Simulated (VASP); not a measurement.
Input of a VASP 6.6.1 run:

File POSCAR:

```
SnO2
1.0
    4.9026126555      0.0000000000      0.0000000000
    0.0000000000      4.9028593417      0.0000000000
    0.0000000000      0.0000000000      3.1527000968
Sn O
2 4
Direct
    0.5000000000      0.5000000000      0.5000000000
    0.0000000000      0.0000000000      0.0000000000
    0.3058623571      0.3059582263      0.0000000000
    0.8058623571      0.1940417737      0.5000000000
    0.1941376429      0.8059582263      0.5000000000
    0.6941376429      0.6940417737      0.0000000000
```

INCAR.step1

```
SYSTEM = SnO2
PREC = Accurate
ENCUT = 520
ISMEAR = 0
SIGMA = 0.05
LREAL = .FALSE.
LASPH = .TRUE.
NELM = 100
NBANDS = 35
GGA = PE
ALGO = Normal
EDIFF = 1E-4
LWAVE = .TRUE.
LCHARG = .FALSE.
```

INCAR.step2

```
SYSTEM = SnO2
PREC = Accurate
ENCUT = 520
EDIFF = 1E-6
ISMEAR = 0
SIGMA = 0.05
LREAL = .FALSE.
LASPH = .TRUE.
NELM = 100
ALGO = Normal
ISIF = 2
LWAVE = .FALSE.
LCHARG = .FALSE.
METAGGA = R2SCAN
LMIXTAU = .TRUE.
NBANDS = 35
ISTART = 1
```

Contents of KPOINTS:

```
Automatic mesh
0
G
  6 6 8
  0 0 0
```

Potentials or basis: VASP PAW PBE potentials, release 64 (Sn_d, O).

Launch:

```console
$ cat potpaw_PBE.64/Sn_d/POTCAR potpaw_PBE.64/O/POTCAR > POTCAR
$ cp INCAR.step1 INCAR
$ mpirun -np 1 vasp_std > vasp.out
$ cp INCAR.step2 INCAR
$ mpirun -np 1 vasp_std > vasp.out
```

(1) What does it give for the pressure?

(2) Predict the band gap on the k mesh.

(3) Predict the largest force.

Answers

(1) -5.8 GPa.

(2) 1.44 eV, direct.

(3) 0.069 eV/Å.

Caveat: the cell differs from its parent crystal (strain +0.030 along x and y, -0.015 along z); the PAW data sets were made with another functional, which shifts forces and pressure a little; spin-orbit coupling is left out, which moves the levels of the heavy elements.
